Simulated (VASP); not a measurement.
A run of VASP 6.6.1:

Contents of INCAR:

```
  PREC = Accurate
  ENCUT = 520
  EDIFF = 1E-6
  ISMEAR = -1
  SIGMA = 0.01
  LREAL = Auto
  LASPH = True
  NELM = 120
  ALGO = Normal
  ISIF = 2
  LWAVE = False
  LCHARG = False
  GGA = PE
  NELECT = 130.0
  NBANDS = 86
  GGA_COMPAT = False
```

File KPOINTS:

```
regular mesh
0
Gamma
  1 1 1
```

Contents of POSCAR:

```
Si16HC16
1.0
   -4.3797050000      4.3797050000     -4.3797050000
    4.3797050000      4.3797050000      4.3797050000
    4.3797050000     -4.3797050000     -4.3797050000
Si C H
16 16 1
Direct
   -0.0000769686     -0.0028361051      0.7487771885
   -0.0000702452      0.2493795087      0.4943904267
   -0.0000527823      0.4937332238      0.2500256981
   -0.0000595703      0.7481340996     -0.0021777063
    0.2521237902      0.0003267917      0.5022130532
    0.2443137312      0.2493711306      0.2500315502
    0.2521239561      0.5015602485      0.0009863987
    0.2489847607      0.7506104800      0.7512707969
    0.4986941602     -0.0028413753      0.2500308360
    0.4986789748      0.2493588528     -0.0021735052
    0.5011795585      0.4984093478      0.7512807509
    0.5011902173      0.7506188580      0.4990856788
    0.7555687165      0.0050093893      0.0056585944
    0.7477360407      0.2493757864      0.7487861506
    0.7508795866      0.5015576021      0.5022183236
    0.7477485297      0.7481258379      0.2500168129
   -0.0000617780     -0.0053626751     -0.0047309246
   -0.0000704023      0.2493701508      0.7495565542
   -0.0000730817      0.5041443341      0.5047826765
   -0.0000435064      0.7488980409      0.2500166201
    0.2499092725     -0.0006420123      0.7500048433
    0.2546877521      0.2493891909      0.5047994493
    0.2547099970      0.5041340990      0.2500342378
    0.2499380785      0.7493651792      0.0000276198
    0.4999363728     -0.0006275755      0.5000388123
    0.4994348323      0.2493366842      0.2500306247
    0.4999273059      0.4993565909      0.0000355420
    0.5004259565      0.7498535106      0.7505222576
    0.7451799295     -0.0053902907      0.2500182550
    0.7451770154      0.2493938427     -0.0047205368
    0.7499276737      0.4993655331      0.7500187995
    0.7499475264      0.7493782552      0.5000170556
   -0.0000494998      0.2494138519      0.2500608127
```

Potentials or basis: VASP PAW PBE potentials, release 64 (Si, C, H).

Launch:

```sh
$ cat potpaw_PBE.64/Si/POTCAR potpaw_PBE.64/C/POTCAR potpaw_PBE.64/H/POTCAR > POTCAR
$ mpirun -np 1 vasp_gam > vasp.out
```

Hardware: 1 thread of AMD EPYC 9R45 96-Core Processor (Zen 5), with other jobs on the host.

Estimate the wall time of this run.

It took 33 s on 1 thread of AMD EPYC 9R45 96-Core Processor (Zen 5) (shared host), peak memory 0.36 GiB. Counts: scf iterations 15, k points 1.
